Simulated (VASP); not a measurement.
A run of VASP 6.6.1 is set up as follows.

INCAR

```
  PREC = Accurate
  ENCUT = 520
  EDIFF = 1E-6
  ISMEAR = -1
  SIGMA = 0.1
  LREAL = F
  LASPH = T
  NELM = 60
  ALGO = Normal
  ISIF = 2
  LWAVE = F
  LCHARG = F
  NBANDS = 11
```

File KPOINTS:

```
Automatic mesh
0
Gamma
  15 15 15
```

POSCAR

```
Pd
1.0
    2.2328152113      0.0000000000      0.0000000000
    0.0000000000      2.2328152113      0.0000000000
    0.0000000000      0.0000000000      2.2328152113
Pd
1
Direct
    0.0000000000      0.0000000000      0.0000000000
```

Potentials or basis: VASP PAW LDA potentials, release 64 (Pd).

Launch:

```bash
$ cat potpaw_LDA.64/Pd/POTCAR > POTCAR
$ mpirun -np 1 vasp_std > vasp.out
```

Q: What does it give for the pressure?

A: 171.9 GPa.

Q: Predict the band gap on the k mesh.

A: Zero (band 5 reaches 18.35 eV, above the bottom of band 6 at 14.35 eV).
